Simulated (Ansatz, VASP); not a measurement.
## One calculation of CdGeTe4Cl2, two programs

```
CELL_PARAMETERS angstrom
-3.92198 3.92198 3.69848
3.92198 -3.92198 3.69848
3.92198 3.92198 -3.69848
ATOMIC_POSITIONS crystal
Cl 0.50000 0.00000 0.50000
Cl 0.00000 0.50000 0.50000
Cd 0.50000 0.50000 0.00000
Ge 0.00000 0.00000 0.00000
Te 0.95906 0.95906 0.36374
Te 0.04094 0.40468 0.00000
Te 0.59532 0.59532 0.63626
Te 0.40468 0.04094 0.00000
```

Alike in both runs: functional r2SCAN; k mesh 4 × 4 × 4; occupations gaussian, width 0.2024 eV; no spin polarisation.

Ansatz relaxed the structure, and its values are those at the end. VASP's run is a single point on that final structure, the one shown.

```csv
,VASP,Ansatz
version,VASP 6.6.1,Ansatz 0.2.0
potentials or method,"VASP PAW PBE potentials, release 64 (Cl, Cd, Ge_d, Te), cutoff 550 eV",PAW plane waves
valence electrons in the cell,64,112
```

Ansatz gave:

```
gap on the k mesh at the Fermi level (eV) : none
pressure (GPa)                            : 0.0
rms of the force components (eV/Å)        : 0.000
```

Task: Which values does VASP return?

Result: gap on the k mesh at the Fermi level (eV): none; pressure (GPa): 0.0; rms of the force components (eV/Å): 0.008.

VASP's potentials were made for PBE, not for r2SCAN. A gap of «none» marks a metal or a gap that the smearing closes. The functional is the same, so the differences come from potentials, cutoffs and numerics. VASP's potentials hold 64 valence electrons a cell and Ansatz's 112, so a difference there can come from the potentials and not from the codes.

Spin-orbit coupling is off throughout.
